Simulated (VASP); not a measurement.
Here is a VASP 6.6.1 calculation.

Contents of INCAR:

```
ALGO     = Normal         # electronic algorithm
EDIFF    = 1E-6           # SCF threshold, eV
ENCUT    = 520            # plane-wave cutoff, eV
GGA      = PE             # functional
ISIF     = 2              # what is computed and relaxed
ISMEAR   = 0              # smearing method
LASPH    = T              # aspherical terms in the spheres
LCHARG   = F              # write CHGCAR
LREAL    = F              # projectors in reciprocal space
LWAVE    = F              # write WAVECAR
NBANDS   = 11             # bands
NELM     = 100            # most SCF steps
PREC     = Accurate       # precision mode
SIGMA    = 0.01           # smearing width, eV
```

Contents of KPOINTS:

```
k-points
0
Gamma
  6 6 6
```

The input POSCAR:

```
AlN
1.0
    0.0000000000      2.1630276483      2.1630276483
    2.1630276483      0.0000000000      2.1630276483
    2.1630276483      2.1630276483      0.0000000000
Al N
1 1
Direct
    0.0000000000      0.0000000000      0.0000000000
    0.2500000000      0.2500000000      0.2500000000
```

Potentials or basis: VASP PAW PBE potentials, release 64 (Al, N).

Launch:

```console
$ cat potpaw_PBE.64/Al/POTCAR potpaw_PBE.64/N/POTCAR > POTCAR
$ mpirun -np 1 vasp_std > vasp.out
```

Predict the band gap on the k mesh.

3.33 eV, indirect (least direct gap 4.45 eV).

What does it give for the pressure?

11.1 GPa.

Caveat: the cell differs from its parent crystal (strain -1.0%). A k mesh can miss the band edges.
